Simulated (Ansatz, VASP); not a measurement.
**BN in VASP and in Ansatz**

POSCAR

```
BN
1.0
    2.5439665232      0.0000000000      0.0572392468
   -1.2719832616      2.2031396355     -0.0286196234
    0.0946742610      0.0000000000      4.2077449317
B N
2 2
Direct
    0.6666666667      0.3333333333      0.9997995909
    0.3333333333      0.6666666667      0.4997995909
    0.6666666667      0.3333333333      0.6252004091
    0.3333333333      0.6666666667      0.1252004091
```

Contents of INCAR.step1:

```
  PREC = Accurate
  ENCUT = 520
  ISMEAR = 0
  SIGMA = 0.05
  LREAL = False
  LASPH = True
  NELM = 100
  NBANDS = 16
  GGA = PE
  ALGO = Normal
  EDIFF = 1E-4
  LWAVE = True
  LCHARG = False
```

Contents of INCAR.step2:

```
  PREC = Accurate
  ENCUT = 520
  EDIFF = 1E-6
  ISMEAR = 0
  SIGMA = 0.05
  LREAL = False
  LASPH = True
  NELM = 100
  ALGO = Normal
  ISIF = 2
  LWAVE = False
  LCHARG = False
  METAGGA = R2SCAN
  LMIXTAU = True
  NBANDS = 16
  ISTART = 1
```

The input KPOINTS:

```
regular mesh
0
Gamma
  12 12 6
```

Input for Ansatz:

```yaml
crystal:
  lattice:
    - [2.5439665232, 0.0, 0.0572392468]
    - [-1.2719832616, 2.2031396355, -0.0286196234]
    - [0.094674261, 0.0, 4.2077449317]
  atoms:
    - { symbol: B, position: [0.6666666667, 0.3333333333, 0.9997995909] }
    - { symbol: B, position: [0.3333333333, 0.6666666667, 0.4997995909] }
    - { symbol: "N", position: [0.6666666667, 0.3333333333, 0.6252004091] }
    - { symbol: "N", position: [0.3333333333, 0.6666666667, 0.1252004091] }
basis:
  ecutwfc: 500
kpoints:
  mp_grid: { grid: [12, 12, 6] }
hamiltonian:
  xc: r2scan
scf:
  occupations: { method: gaussian, width: 0.05 }
output:
  forces: true
  stress: true
  eigenvalues: true
```

Change from the starting cell: strain +0.0450 x Voigt [0, 0, 0, 0, 1, 0], atoms carried along.

Alike in both runs: task single point; functional r2SCAN; k mesh 12 × 12 × 6; occupations gaussian, width 0.05 eV; no spin polarisation.

```csv
,VASP,Ansatz
version,VASP 6.6.1,Ansatz 0.2.0
potentials or method,"VASP PAW PBE potentials, release 64 (B, N), cutoff 520 eV","scalar-relativistic, plane waves, PAW"
valence electrons in the cell,16,16
```

```tsv
	VASP	Ansatz	Ansatz less VASP
gap on the k mesh at the Fermi level (eV)	5.64	5.68	+0.034
least direct gap on the mesh (eV)	8.86	8.90	+0.033
pressure (GPa)	1.5	0.4	-1.12
traceless stress, the component that is largest in VASP (GPa)	-15.86	-15.85	+0.011
rms of the force components (eV/Å)	0.062	0.058	-0.0033
```

VASP's potentials were made for PBE, not for r2SCAN. Atom by atom the forces differ by 0.004 eV/Å (rms over components). With one functional, cell and mesh, what is left measures potentials, basis and numerics.
